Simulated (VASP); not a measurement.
# Tl (P6_3/mmc) in VASP: notebook

Runs on Tl. Level: PBEsol. Tasks: single point.

Everything below comes from runs of VASP 6.6.1. Logs are shortened: lines on timing, memory, paths and dates and some standing lists are left out, and cuts for length are marked.

### 1 The cell of the first run

Symmetry: P6_3/mmc, No. 194, hexagonal system. Conventional cell: a = 3.198 Å, b = 3.198 Å, c = 5.163 Å, α = 90.00°, β = 90.00°, γ = 120.00°. Within 4.2 Å of Tl (site symmetry -6m2) lie 12 Tl at 3.17 to 3.20 Å.

### 2 Single point, PBEsol

The input, INCAR:

```
SYSTEM = Tl
ALGO = Normal ; EDIFF = 1E-7
ENCUT = 520 ; GGA = PS
ISIF = 2 ; ISMEAR = -1
LASPH = .TRUE. ; LCHARG = .TRUE.
LELF = .TRUE. ; LREAL = .FALSE.
LVHAR = .TRUE. ; LWAVE = .FALSE.
NBANDS = 20 ; NELM = 80
PREC = Accurate ; SIGMA = 0.1
```

The input, KPOINTS:

```
k-points
0
G
  16 16 10
  0 0 0
```

The input, POSCAR:

```
Tl
1.0
    3.1975767117      0.0000000000      0.0000000000
   -1.5987883559      2.7691826629      0.0000000000
    0.0000000000      0.0000000000      5.1634680849
Tl
2
Direct
    0.3333333333      0.6666666667      0.2500000000
    0.6666666667      0.3333333333      0.7500000000
```

Potentials or basis: VASP PAW PBE potentials, release 64 (Tl_d).

On the command line:

```bash
$ cat potpaw_PBE.64/Tl_d/POTCAR > POTCAR
$ mpirun -np 1 vasp_std > vasp.out
```

OUTCAR:

```text
SYSTEM = Tl
   EDIFF = 1E-7
   ENCUT = 520
   GGA = PS
   ISIF = 2
   ISMEAR = -1
   LASPH = .TRUE.
   LREAL = .FALSE.
   NELM = 80
   PREC = Accurate

 ion  position               nearest neighbor table
   1  0.333  0.667  0.250-   2 3.17   2 3.17   2 3.17   2 3.17   2 3.17   2 3.17
   2  0.667  0.333  0.750-   1 3.17   1 3.17   1 3.17   1 3.17   1 3.17   1 3.17

  LATTYP: Found a hexagonal cell.
 ALAT       =     3.1975767117
 C/A-ratio  =     1.6148066334

  Lattice vectors:

 A1 = (   3.1975767117,   0.0000000000,   0.0000000000)
 A2 = (  -1.5987883559,   2.7691826629,   0.0000000000)
 A3 = (   0.0000000000,   0.0000000000,   5.1634680849)

Analysis of symmetry for initial positions (statically):
=====================================================================
 Subroutine PRICEL returns:
 Original cell was already a primitive cell.

 Routine SETGRP: Setting up the symmetry group for a
 hexagonal supercell.

 Subroutine GETGRP returns: Found 24 space group operations
 (whereof 12 operations were pure point group operations)
 out of a pool of 24 trial point group operations.

The static configuration has the point symmetry D_3d.
 The point group associated with its full space group is D_6h.

Analysis of symmetry for dynamics (positions and initial velocities):
=====================================================================
 Subroutine PRICEL returns:
 Original cell was already a primitive cell.

 Routine SETGRP: Setting up the symmetry group for a
 hexagonal supercell.

 Subroutine GETGRP returns: Found 24 space group operations
 (whereof 12 operations were pure point group operations)
 out of a pool of 24 trial point group operations.

The dynamic configuration has the point symmetry D_3d.
 The point group associated with its full space group is D_6h.

 Subroutine INISYM returns: Found 24 space group operations
 (whereof 12 operations are pure point group operations),
 and found     1 'primitive' translations

----------------------------------------------------------------------------------------

                                     Primitive cell

  volume of cell :      45.7208

  direct lattice vectors                    reciprocal lattice vectors
     3.197576712  0.000000000  0.000000000     0.312736829  0.180558692  0.000000000
    -1.598788356  2.769182663  0.000000000     0.000000000  0.361117384  0.000000000
     0.000000000  0.000000000  5.163468085     0.000000000  0.000000000  0.193668283

  length of vectors
     3.197576712  3.197576712  5.163468085     0.361117384  0.361117384  0.193668283

  position of ions in fractional coordinates (direct lattice)
     0.333333333  0.666666667  0.250000000
     0.666666667  0.333333333  0.750000000

  ion indices of the primitive-cell ions
   primitive index   ion index
                 1           1
                 2           2

----------------------------------------------------------------------------------------

 KPOINTS: k-points

Automatic generation of k-mesh.
 Grid dimensions read from file:
 generate k-points for:   16   16   10

 Generating k-lattice:

  Cartesian coordinates                     Fractional coordinates (reciprocal lattice)
     0.019546052  0.011284918  0.000000000     0.062500000  0.000000000  0.000000000
     0.000000000  0.022569837  0.000000000     0.000000000  0.062500000  0.000000000
     0.000000000  0.000000000  0.019366828     0.000000000  0.000000000  0.100000000

  Length of vectors
     0.022569837  0.022569837  0.019366828

  Shift w.r.t. Gamma in fractional coordinates (k-lattice)
     0.000000000  0.000000000  0.000000000

 Subroutine IBZKPT returns following result:
 ===========================================

 Found    180 irreducible k-points:

 Following reciprocal coordinates:
            Coordinates               Weight
  0.000000  0.000000  0.000000      1.000000
  0.062500  0.000000  0.000000      6.000000
  0.125000  0.000000  0.000000      6.000000
  0.187500  0.000000  0.000000      6.000000
  0.250000  0.000000  0.000000      6.000000
  0.312500 -0.000000  0.000000      6.000000
[... 16 lines left out ...]
  0.187500  0.187500  0.000000      6.000000
  0.250000  0.187500  0.000000     12.000000
 [... further k-points ...]
   k-points           NKPTS =    180   k-points in BZ     NKDIM =    180   number of bands    NBANDS=     20
   number of dos      NEDOS =    301   number of ions     NIONS =      2
   total plane-waves  NPLWV =  23040
   dimension x,y,z NGX =    24 NGY =   24 NGZ =   40
   dimension x,y,z NGXF=    48 NGYF=   48 NGZF=   80
   ions per type =               2
   NGX,Y,Z   is equivalent  to a cutoff of  12.48, 12.48, 12.88 a.u.
   NGXF,Y,Z  is equivalent  to a cutoff of  24.96, 24.96, 25.76 a.u.
 SYSTEM =  Tl
   PREC   = accura    normal or accurate (medium, high low for compatibility)
   ISTART =      0    job   : 0-new  1-cont  2-samecut
   ICHARG =      2    charge: 1-file 2-atom 10-const
   ISPIN  =      1    spin polarized calculation?
   LNONCOLLINEAR =      F non collinear calculations
   LSORBIT =      F    spin-orbit coupling
   LASPH  =      T    aspherical Exc in radial PAW
   ENCUT  =  520.0 eV  38.22 Ry    6.18 a.u.   5.95  5.95  9.60*2*pi/ulx,y,z
   NELM   =     80;   NELMIN=  2; NELMDL= -5     # of ELM steps
   EDIFF  = 0.1E-06   stopping-criterion for ELM
   LREAL  =      F    real-space projection
   EDIFFG = 0.1E-05   stopping-criterion for IOM
   NSW    =      0    number of steps for IOM
   IBRION =     -1    ionic relax: 0-MD 1-quasi-New 2-CG
   NFREE  =      0    steps in history (QN), initial steepest desc. (CG)
   ISIF   =      2    stress and relaxation
   ISYM   =      2    0-nonsym 1-usesym 2-fastsym
   POTIM  = 0.5000    time-step for ionic-motion
   TEBEG  =    0.0;   TEEND  =   0.0 temperature during run
   PSTRESS=    0.0 pullay stress
   NELECT =      26.0000    total number of electrons
   NUPDOWN=      -1.0000    fix difference up-down
   EMIN   =  10.00;   EMAX   =-10.00  energy-range for DOS
   EFERMI =   0.00;   METHOD = LEGACY
   ISMEAR =    -1;   SIGMA  =   0.10  broadening in eV -4-tet -1-fermi 0-gaus
   EFERMI_NEDOS =   21; number of points for ismear=-14 and -15
   IALGO  =     38    algorithm
   IMIX   =      4    mixing-type and parameters
     AMIX     =   0.40;   BMIX     =  1.00
     AMIX_MAG =   1.60;   BMIX_MAG =  1.00
  volume/ion in A,a.u.               =      22.86       154.27
  Fermi-wavevector in a.u.,A,eV,Ry     =   1.356317  2.563068 25.029226  1.839596
  Thomas-Fermi vector in A             =   2.483331
   LORBIT       =      0    0 simple, 1 ext, 2 COOP (PROOUT), +10 PAW based schemes
   GGA     = PS    functional components
   LHFCALC =     F    Hartree Fock is set to
   AEXX    =    0.0000 exact exchange contribution
   IVDW    =     0    specifies the selected vdW correction
   LEPSILON=     F    determine dielectric tensor
   LRPA    =     F    only Hartree local field effects (RPA)
 non-spin polarized calculation
  energy-cutoff  :      520.00
  volume of cell :       45.72
 maximum number of plane-waves:      1256
 NGX is ok and might be reduce to    24
   NGX = 11   NGY = 11   NGZ = 19

 number of electron      25.9999987 magnetization

 Free energy of the ion-electron system (eV)
  ---------------------------------------------------
  ext. energy  EPLUGINS =         0.00000000
  ---------------------------------------------------
  free energy    TOTEN  =        -4.85326575 eV

  energy without entropy =       -4.83050805  energy(sigma->0) =       -4.84188690

 E-fermi :   9.1184     XC(G=0): -11.5350

 val. band max:        9.1181567257   @ k =   0.1875   0.1250   0.2000
 cond. band min:       9.1264234268   @ k =   0.2500   0.1875   0.0000
 fundamental gap:      0.0082667011
 Fermi energy:         9.1184391991

 k-point     1 :       0.0000    0.0000    0.0000
  band No.  band energies     occupation
      1      -3.4331      2.00000
      2      -2.9084      2.00000
      3      -2.8586      2.00000
      4      -2.8586      2.00000
      5      -2.7719      2.00000
      6      -2.7612      2.00000
[... 12 lines left out ...]
     19      21.3175      0.00000
     20      21.3175      0.00000

 k-point     2 :       0.0625    0.0000    0.0000
  band No.  band energies     occupation
      1      -3.4034      2.00000
      2      -2.9440      2.00000
      3      -2.8292      2.00000
      4      -2.8233      2.00000
      5      -2.7760      2.00000
      6      -2.7340      2.00000
[... 12 lines left out ...]
     19      21.7324      0.00000
     20      21.7739      0.00000

 k-point     3 :       0.1250    0.0000    0.0000
  band No.  band energies     occupation
      1      -3.3330      2.00000
      2      -2.9929      2.00000
      3      -2.8158      2.00000
      4      -2.7560      2.00000
      5      -2.7448      2.00000
      6      -2.7015      2.00000
[... 12 lines left out ...]
     19      21.6453      0.00000
     20      22.0038      0.00000

 k-point     4 :       0.1875    0.0000    0.0000
  band No.  band energies     occupation
      1      -3.2909      2.00000
      2      -3.0137      2.00000
      3      -2.8474      2.00000
      4      -2.8004      2.00000
      5      -2.7307      2.00000
      6      -2.6700      2.00000
[... 12 lines left out ...]
     19      21.6352      0.00000
     20      21.7986      0.00000

 k-point     5 :       0.2500    0.0000    0.0000
  band No.  band energies     occupation
      1      -3.3304      2.00000
      2      -3.0417      2.00000
      3      -2.9306      2.00000
      4      -2.8030      2.00000
      5      -2.7896      2.00000
      6      -2.5559      2.00000
[... 12 lines left out ...]
     19      20.8750      0.00000
     20      20.9326      0.00000

 k-point     6 :       0.3125   -0.0000    0.0000
  band No.  band energies     occupation
      1      -3.4044      2.00000
      2      -3.1051      2.00000
      3      -3.0677      2.00000
      4      -2.8447      2.00000
      5      -2.7114      2.00000
      6      -2.5057      2.00000
[... 12 lines left out ...]
     19      20.0688      0.00000
     20      20.2359      0.00000

 k-point     7 :       0.3750    0.0000    0.0000
  band No.  band energies     occupation
      1      -3.4742      2.00000
      2      -3.1845      2.00000
      3      -3.1671      2.00000
      4      -2.8892      2.00000
      5      -2.6346      2.00000
      6      -2.5635      2.00000
[... 12 lines left out ...]
     19      19.3819      0.00000
     20      19.7701      0.00000
[... 277 lines left out ...]
 k-point    20 :       0.3125    0.1250    0.0000
  band No.  band energies     occupation
      1      -3.3540      2.00000
      2      -3.2048      2.00000
      3      -3.0820      2.00000
      4      -2.8958      2.00000
      5      -2.6388      2.00000
      6      -2.5747      2.00000
[... 12 lines left out ...]
     19      18.5441      0.00000
     20      20.8496      0.00000

 k-point    21 :       0.3750    0.1250    0.0000
  band No.  band energies     occupation
      1      -3.3990      2.00000
      2      -3.2766      2.00000
      3      -3.1064      2.00000
      4      -2.9080      2.00000
      5      -2.6179      2.00000
      6      -2.5808      2.00000
[... 12 lines left out ...]
     19      18.3060      0.00000
     20      20.7486      0.00000

 k-point    22 :       0.4375    0.1250    0.0000
  band No.  band energies     occupation
      1      -3.4148      2.00000
      2      -3.3014      2.00000
      3      -3.1163      2.00000
      4      -2.9113      2.00000
      5      -2.6336      2.00000
      6      -2.5601      2.00000
[... 12 lines left out ...]
     19      18.2263      0.00000
     20      20.7137      0.00000

 k-point    23 :       0.1875    0.1875    0.0000
  band No.  band energies     occupation
      1      -3.1409      2.00000
      2      -3.1392      2.00000
      3      -3.0780      2.00000
      4      -2.8739      2.00000
      5      -2.6833      2.00000
      6      -2.5249      2.00000
[... 12 lines left out ...]
     19      18.4296      0.00000
     20      22.4761      0.00000

 k-point    24 :       0.2500    0.1875    0.0000
  band No.  band energies     occupation
      1      -3.2001      2.00000
      2      -3.1862      2.00000
      3      -3.0711      2.00000
      4      -2.8925      2.00000
      5      -2.6345      2.00000
      6      -2.5638      2.00000
[... 12 lines left out ...]
     19      17.8105      0.00000
     20      22.7099      0.00000

 [... further k-points ...]

------------------------ aborting loop because EDIFF is reached ----------------------------------------

  FORCE on cell =-STRESS in cart. coord.  units (eV):
  Direction    XX          YY          ZZ          XY          YZ          ZX
  --------------------------------------------------------------------------------------
  -------------------------------------------------------------------------------------
  Total        4.2435398      4.2435398      4.2451956     -0.0000000      0.0000000      0.0000000
  in kB      148.7047304    148.7047304    148.7627547     -0.0000000      0.0000000      0.0000000
  external PRESSURE =     148.7240719 kB  Pullay stress =       0.0000000 kB

 VOLUME and BASIS-vectors are now :
 -----------------------------------------------------------------------------
  energy-cutoff  :      520.00
  volume of cell :       45.72
      direct lattice vectors                 reciprocal lattice vectors
     3.197576712  0.000000000  0.000000000     0.312736829  0.180558692  0.000000000
    -1.598788356  2.769182663  0.000000000     0.000000000  0.361117384  0.000000000
     0.000000000  0.000000000  5.163468085     0.000000000  0.000000000  0.193668283

 POSITION                                       TOTAL-FORCE (eV/Angst)
 -----------------------------------------------------------------------------------
     -0.00000      1.84612      1.29087         0.000000      0.000000      0.000000
      1.59879      0.92306      3.87260        -0.000000     -0.000000      0.000000
 -----------------------------------------------------------------------------------
    total drift:                               -0.000000      0.000000     -0.000000

  FREE ENERGIE OF THE ION-ELECTRON SYSTEM (eV)
  ---------------------------------------------------
  free  energy   TOTEN  =        -4.8532657532 eV

  energy  without entropy=       -4.8305080470  energy(sigma->0) =       -4.84188690
```

Run time: 2.5 min. Hardware: 1 thread of Oxide Virtual Turin-like, shared host; peak memory 0.22 GiB.

Results:

- Free energy: -4.8533 eV
- Pressure: 14.9 GPa
- Band gap on the k mesh: zero (band 13 reaches 13.37 eV, above the bottom of band 14 at 5.97 eV)

Caveat: the PAW data sets were made with another functional, which shifts forces and pressure a little; spin-orbit coupling is left out, which moves the levels of the heavy elements.

(Part 1 of 2 ends here.)
